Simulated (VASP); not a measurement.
Write the native input for VASP 6.6.1 that does the following.

| Property | Result |
| --- | --- |
| Task | single point |
| Functional | LDA |
| Potentials or basis | VASP PAW LDA potentials, release 64 (Al, Au) |
| Cutoff | 520 eV |
| k mesh | 16 × 16 × 16 |
| Occupations | gaussian, width 0.15 eV |
| Spin | no spin polarisation |
| Dipole correction | no |
| Further INCAR settings | ALGO = Fast; EDIFF = 1e-06; NBANDS = 20 |

The structure of AlAu2 lies in POSCAR:

```
AlAu2
1.0
   -1.6523234788      1.6523234788      4.6750000000
    1.6523234788     -1.6523234788      4.6750000000
    1.6523234788      1.6523234788     -4.6750000000
Al Au
1 2
Direct
    0.0000000000      0.0000000000      0.0000000000
    0.6570428093      0.6570428093      0.0000000000
    0.3429571907      0.3429571907      0.0000000000
```

These files were run (other wordings do the same):

INCAR

```
SYSTEM = AlAu2
  PREC = Accurate
  ENCUT = 520
  EDIFF = 1E-6
  ISMEAR = 0
  SIGMA = 0.15
  LREAL = .False.
  LASPH = .True.
  NELM = 60
  ALGO = Fast
  ISIF = 2
  LWAVE = .False.
  LCHARG = .False.
  NBANDS = 20
```

KPOINTS

```
regular mesh
0
Gamma
  16 16 16
  0 0 0
```

Potentials or basis: VASP PAW LDA potentials, release 64 (Al, Au).

Run with:

```console
$ cat potpaw_LDA.64/Al/POTCAR potpaw_LDA.64/Au/POTCAR > POTCAR
$ mpirun -np 1 vasp_std > vasp.out
```

Results of the run:

```
Pressure               : -10.7 GPa
Largest force          : 0.436 eV/Å
Band gap on the k mesh : zero (an odd number of electrons rules out a gap without spin polarisation)
```

Caveat: the cell stands under tension; spin-orbit coupling is left out, which moves the levels of the heavy elements.

Run time: 6.7 min on 1 thread of Intel(R) Xeon(R) Platinum 8375C CPU @ 2.90GHz (Ice Lake), with other jobs on the host, peak memory 0.46 GiB.
